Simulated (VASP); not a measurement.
# LaH3 (I4/mmm) in VASP: notebook

Runs on LaH3. Level: LDA. Tasks: single point.

Program: VASP 6.6.1. These are calculated values, not measurements. Logs are shortened: lines on timing, memory, paths and dates and some standing lists are left out, and cuts for length are marked.

## 1. The cell of the first run

Symmetry: I4/mmm, No. 139, tetragonal system. The conventional cell has a = 3.871 Å, b = 3.871 Å, c = 5.563 Å, α = 90.00°, β = 90.00°, γ = 90.00°. H (site symmetry -4m2) has 10 H at 2.38 to 2.78 Å and 4 La at 2.38 Å within 3.1 Å. H (site symmetry 4/mmm) has 8 H at 2.38 Å and 6 La at 2.74 to 2.78 Å within 3.1 Å. La (site symmetry 4/mmm) has 14 H at 2.38 to 2.78 Å within 3.1 Å.

## 2. Single point, LDA (volume scaled by 1.02)

INCAR reads:

```
SYSTEM = LaH3
PREC = Accurate
ENCUT = 520
EDIFF = 1E-6
ISMEAR = 0
SIGMA = 0.05
LREAL = .False.
LASPH = .True.
NELM = 80
ALGO = Normal
ISIF = 2
LWAVE = .False.
LCHARG = .True.
LELF = .True.
LVHAR = .True.
NBANDS = 15
```

KPOINTS reads:

```
regular mesh
0
Gamma
  8 8 8
  0 0 0
```

POSCAR reads:

```
LaH3
1.0
   -1.9353370142      1.9353370142      2.7814413729
    1.9353370142     -1.9353370142      2.7814413729
    1.9353370142      1.9353370142     -2.7814413729
H La
3 1
Direct
    0.7500000000      0.2500000000      0.5000000000
    0.2500000000      0.7500000000      0.5000000000
    0.5000000000      0.5000000000      0.0000000000
    0.0000000000      0.0000000000      0.0000000000
```

Potentials or basis: VASP PAW LDA potentials, release 64 (H, La).

On the command line:

```bash
cat potpaw_LDA.64/H/POTCAR potpaw_LDA.64/La/POTCAR > POTCAR
mpirun -np 1 vasp_std > vasp.out
```

OUTCAR:

```text
SYSTEM = LaH3
   PREC = Accurate
   ENCUT = 520
   EDIFF = 1E-6
   ISMEAR = 0
   LREAL = .False.
   LASPH = .True.
   NELM = 80
   ISIF = 2

 ion  position               nearest neighbor table
   1  0.750  0.250  0.500-
   2  0.250  0.750  0.500-
   3  0.500  0.500  0.000-
   4  0.000  0.000  0.000-

  LATTYP: Found a body centered tetragonal cell.
 ALAT       =     3.8706740284
 C/A-ratio  =     1.4371870907

  Lattice vectors:

 A1 = (  -1.9353370142,   1.9353370142,   2.7814413729)
 A2 = (   1.9353370142,  -1.9353370142,   2.7814413729)
 A3 = (   1.9353370142,   1.9353370142,  -2.7814413729)

Analysis of symmetry for initial positions (statically):
=====================================================================
 Subroutine PRICEL returns:
 Original cell was already a primitive cell.

 Routine SETGRP: Setting up the symmetry group for a
 body centered tetragonal supercell.

 Subroutine GETGRP returns: Found 16 space group operations
 (whereof 16 operations were pure point group operations)
 out of a pool of 16 trial point group operations.

The static configuration has the point symmetry D_4h.

Analysis of symmetry for dynamics (positions and initial velocities):
=====================================================================
 Subroutine PRICEL returns:
 Original cell was already a primitive cell.

 Routine SETGRP: Setting up the symmetry group for a
 body centered tetragonal supercell.

 Subroutine GETGRP returns: Found 16 space group operations
 (whereof 16 operations were pure point group operations)
 out of a pool of 16 trial point group operations.

The dynamic configuration has the point symmetry D_4h.

 Subroutine INISYM returns: Found 16 space group operations
 (whereof 16 operations are pure point group operations),
 and found     1 'primitive' translations

----------------------------------------------------------------------------------------

                                     Primitive cell

  volume of cell :      41.6719

  direct lattice vectors                    reciprocal lattice vectors
    -1.935337014  1.935337014  2.781441373     0.000000000  0.258352936  0.179762912
     1.935337014 -1.935337014  2.781441373     0.258352936  0.000000000  0.179762912
     1.935337014  1.935337014 -2.781441373     0.258352936  0.258352936  0.000000000

  length of vectors
     3.902239719  3.902239719  3.902239719     0.314739486  0.314739486  0.365366226

  position of ions in fractional coordinates (direct lattice)
     0.750000000  0.250000000  0.500000000
     0.250000000  0.750000000  0.500000000
     0.500000000  0.500000000  0.000000000
     0.000000000  0.000000000  0.000000000

  ion indices of the primitive-cell ions
   primitive index   ion index
                 1           1
                 2           2
                 3           3
                 4           4

----------------------------------------------------------------------------------------

 KPOINTS: regular mesh

Automatic generation of k-mesh.
 Grid dimensions read from file:
 generate k-points for:    8    8    8

 Generating k-lattice:

  Cartesian coordinates                     Fractional coordinates (reciprocal lattice)
     0.000000000  0.032294117  0.022470364     0.125000000 -0.000000000  0.000000000
     0.032294117  0.000000000  0.022470364    -0.000000000  0.125000000  0.000000000
     0.032294117  0.032294117  0.000000000     0.000000000  0.000000000  0.125000000

  Length of vectors
     0.039342436  0.039342436  0.045670778

  Shift w.r.t. Gamma in fractional coordinates (k-lattice)
     0.000000000  0.000000000  0.000000000

 Subroutine IBZKPT returns following result:
 ===========================================

 Found     59 irreducible k-points:

 Following reciprocal coordinates:
            Coordinates               Weight
  0.000000  0.000000  0.000000      1.000000
  0.125000 -0.000000  0.000000      8.000000
  0.250000 -0.000000  0.000000      8.000000
  0.375000  0.000000  0.000000      8.000000
  0.500000 -0.000000  0.000000      4.000000
  0.125000  0.125000  0.000000      8.000000
[... 16 lines left out ...]
  0.250000  0.125000  0.125000     16.000000
  0.375000  0.125000  0.125000      8.000000
 [... further k-points ...]
   k-points           NKPTS =     59   k-points in BZ     NKDIM =     59   number of bands    NBANDS=     15
   number of dos      NEDOS =    301   number of ions     NIONS =      4
   total plane-waves  NPLWV =  27000
   dimension x,y,z NGX =    30 NGY =   30 NGZ =   30
   dimension x,y,z NGXF=    60 NGYF=   60 NGZF=   60
   ions per type =               3   1
   NGX,Y,Z   is equivalent  to a cutoff of  12.78, 12.78, 12.78 a.u.
   NGXF,Y,Z  is equivalent  to a cutoff of  25.56, 25.56, 25.56 a.u.
 SYSTEM =  LaH3
   PREC   = accura    normal or accurate (medium, high low for compatibility)
   ISTART =      0    job   : 0-new  1-cont  2-samecut
   ICHARG =      2    charge: 1-file 2-atom 10-const
   ISPIN  =      1    spin polarized calculation?
   LNONCOLLINEAR =      F non collinear calculations
   LSORBIT =      F    spin-orbit coupling
   LASPH  =      T    aspherical Exc in radial PAW
   ENCUT  =  520.0 eV  38.22 Ry    6.18 a.u.   7.26  7.26  7.26*2*pi/ulx,y,z
   NELM   =     80;   NELMIN=  2; NELMDL= -5     # of ELM steps
   EDIFF  = 0.1E-05   stopping-criterion for ELM
   LREAL  =      F    real-space projection
   EDIFFG = 0.1E-04   stopping-criterion for IOM
   NSW    =      0    number of steps for IOM
   IBRION =     -1    ionic relax: 0-MD 1-quasi-New 2-CG
   NFREE  =      0    steps in history (QN), initial steepest desc. (CG)
   ISIF   =      2    stress and relaxation
   ISYM   =      2    0-nonsym 1-usesym 2-fastsym
   POTIM  = 0.5000    time-step for ionic-motion
   TEBEG  =    0.0;   TEEND  =   0.0 temperature during run
   PSTRESS=    0.0 pullay stress
   NELECT =      14.0000    total number of electrons
   NUPDOWN=      -1.0000    fix difference up-down
   EMIN   =  10.00;   EMAX   =-10.00  energy-range for DOS
   EFERMI =   0.00;   METHOD = LEGACY
   ISMEAR =     0;   SIGMA  =   0.05  broadening in eV -4-tet -1-fermi 0-gaus
   EFERMI_NEDOS =   21; number of points for ismear=-14 and -15
   IALGO  =     38    algorithm
   IMIX   =      4    mixing-type and parameters
     AMIX     =   0.40;   BMIX     =  1.00
     AMIX_MAG =   1.60;   BMIX_MAG =  1.00
  volume/ion in A,a.u.               =      10.42        70.30
  Fermi-wavevector in a.u.,A,eV,Ry     =   1.138072  2.150645 17.622379  1.295208
  Thomas-Fermi vector in A             =   2.274777
   LORBIT       =      0    0 simple, 1 ext, 2 COOP (PROOUT), +10 PAW based schemes
   GGA     = CA    functional components
   LHFCALC =     F    Hartree Fock is set to
   AEXX    =    0.0000 exact exchange contribution
   IVDW    =     0    specifies the selected vdW correction
   LEPSILON=     F    determine dielectric tensor
   LRPA    =     F    only Hartree local field effects (RPA)
 non-spin polarized calculation
 Gauss-broadening in eV      SIGMA  =   0.05
  energy-cutoff  :      520.00
  volume of cell :       41.67
 maximum number of plane-waves:      1134
 NGX is ok and might be reduce to    30
   NGX = 15   NGY = 15   NGZ = 15

 number of electron      13.9999999 magnetization

 Free energy of the ion-electron system (eV)
  ---------------------------------------------------
  ext. energy  EPLUGINS =         0.00000000
  ---------------------------------------------------
  free energy    TOTEN  =       -18.61779240 eV

  energy without entropy =      -18.61761670  energy(sigma->0) =      -18.61770455

 E-fermi :   7.9070     XC(G=0): -10.4491

 val. band max:        7.6343671059   @ k =   0.1250  -0.0000   0.0000
 cond. band min:       7.9308355803   @ k =   0.5000  -0.0000   0.0000
 fundamental gap:      0.2964684743
 Fermi energy:         7.9069800760

 k-point     1 :       0.0000    0.0000    0.0000
  band No.  band energies     occupation
      1     -25.2270      2.00000
      2      -8.4625      2.00000
      3      -8.4560      2.00000
      4      -8.4560      2.00000
      5      -0.2110      2.00000
      6       4.9406      2.00000
      7       8.1043      0.00000
      8       8.2170      0.00000
      9       8.2170      0.00000
     10       8.5469      0.00000
     11       9.0942      0.00000
     12       9.1288      0.00000
     13       9.1288      0.00000
     14       9.7455      0.00000
     15       9.7511      0.00000

 k-point     2 :       0.1250   -0.0000    0.0000
  band No.  band energies     occupation
      1     -25.2049      2.00000
      2      -8.6893      2.00000
      3      -8.4840      2.00000
      4      -8.4759      2.00000
      5       0.2018      2.00000
      6       4.4172      2.00000
      7       7.6344      2.00000
      8       8.2430      0.00000
      9       8.3270      0.00000
     10       8.8634      0.00000
     11       9.0764      0.00000
     12       9.1025      0.00000
     13       9.6957      0.00000
     14       9.7491      0.00000
     15       9.7558      0.00000

 k-point     3 :       0.2500   -0.0000    0.0000
  band No.  band energies     occupation
      1     -25.1510      2.00000
      2      -9.1909      2.00000
      3      -8.5400      2.00000
      4      -8.5234      2.00000
      5       1.1134      2.00000
      6       3.7714      2.00000
      7       6.5879      2.00000
      8       8.2673      0.00000
      9       8.3823      0.00000
     10       9.0849      0.00000
     11       9.1035      0.00000
     12       9.4598      0.00000
     13       9.6843      0.00000
     14       9.7180      0.00000
     15       9.7568      0.00000

 k-point     4 :       0.3750    0.0000    0.0000
  band No.  band energies     occupation
      1     -25.0960      2.00000
      2      -9.6346      2.00000
      3      -8.5949      2.00000
      4      -8.5699      2.00000
      5       1.7086      2.00000
      6       3.7931      2.00000
      7       5.9335      2.00000
      8       8.0468      0.00008
      9       8.1855      0.00000
     10       9.1696      0.00000
     11       9.1768      0.00000
     12       9.6120      0.00000
     13       9.6425      0.00000
     14       9.6613      0.00000
     15       9.7622      0.00000
[... 307 lines left out ...]
 k-point    22 :       0.1250    0.1250    0.1250
  band No.  band energies     occupation
      1     -25.1097      2.00000
      2      -9.3015      2.00000
      3      -8.7797      2.00000
      4      -8.6086      2.00000
      5       1.8795      2.00000
      6       3.2776      2.00000
      7       5.2434      2.00000
      8       8.7374      0.00000
      9       8.8283      0.00000
     10       9.2430      0.00000
     11       9.3247      0.00000
     12       9.5072      0.00000
     13       9.5394      0.00000
     14       9.7694      0.00000
     15      10.2421      0.00000

 k-point    23 :       0.2500    0.1250    0.1250
  band No.  band energies     occupation
      1     -25.0651      2.00000
      2      -9.5254      2.00000
      3      -8.9319      2.00000
      4      -8.6754      2.00000
      5       2.5184      2.00000
      6       3.3678      2.00000
      7       4.4239      2.00000
      8       8.5981      0.00000
      9       9.0320      0.00000
     10       9.2079      0.00000
     11       9.3686      0.00000
     12       9.5735      0.00000
     13       9.5880      0.00000
     14       9.6852      0.00000
     15      10.1028      0.00000

 k-point    24 :       0.3750    0.1250    0.1250
  band No.  band energies     occupation
      1     -25.0465      2.00000
      2      -9.6184      2.00000
      3      -8.9820      2.00000
      4      -8.7114      2.00000
      5       2.6388      2.00000
      6       3.5332      2.00000
      7       4.2695      2.00000
      8       8.4959      0.00000
      9       9.0352      0.00000
     10       9.2094      0.00000
     11       9.3605      0.00000
     12       9.6000      0.00000
     13       9.6276      0.00000
     14       9.6300      0.00000
     15      10.0356      0.00000

 [... further k-points ...]
[... 5 lines left out ...]
  --------------------------------------------------------------------------------------
  -------------------------------------------------------------------------------------
  Total       -0.4761306     -0.4761306     -0.5116307      0.0000000     -0.0000000      0.0000000
  in kB      -18.3060050    -18.3060050    -19.6708944      0.0000000     -0.0000000      0.0000000
  external PRESSURE =     -18.7609681 kB  Pullay stress =       0.0000000 kB

 VOLUME and BASIS-vectors are now :
 -----------------------------------------------------------------------------
  energy-cutoff  :      520.00
  volume of cell :       41.67
      direct lattice vectors                 reciprocal lattice vectors
    -1.935337014  1.935337014  2.781441373     0.000000000  0.258352936  0.179762912
     1.935337014 -1.935337014  2.781441373     0.258352936  0.000000000  0.179762912
     1.935337014  1.935337014 -2.781441373     0.258352936  0.258352936  0.000000000

 POSITION                                       TOTAL-FORCE (eV/Angst)
 -----------------------------------------------------------------------------------
      0.00000      1.93534      1.39072        -0.000000      0.000000     -0.000000
      1.93534      0.00000      1.39072         0.000000     -0.000000      0.000000
      0.00000      0.00000      2.78144         0.000000      0.000000     -0.000000
      0.00000      0.00000      0.00000         0.000000      0.000000     -0.000000
 -----------------------------------------------------------------------------------
    total drift:                                0.000000      0.000000      0.000000

  FREE ENERGIE OF THE ION-ELECTRON SYSTEM (eV)
  ---------------------------------------------------
  free  energy   TOTEN  =       -18.6177923978 eV

  energy  without entropy=      -18.6176166976  energy(sigma->0) =      -18.61770455
```

It took 22 s on 1 thread of Intel Xeon 6975P-C (Granite Rapids), shared host; peak memory 0.19 GiB.

What came out:

```yaml
Free_energy: -18.6178 eV
Pressure: -1.9 GPa
Band_gap_on_the_k_mesh: zero (band 7 reaches 8.10 eV, above the bottom of band 8 at 7.93 eV)
```

Stress tensor (GPa, compression positive):
```
-1.83  0.00  0.00
 0.00 -1.83  0.00
 0.00  0.00 -1.97
```

Caveat: spin-orbit coupling is left out, which moves the levels of the heavy elements.

(Continued in part 2 of 2.)
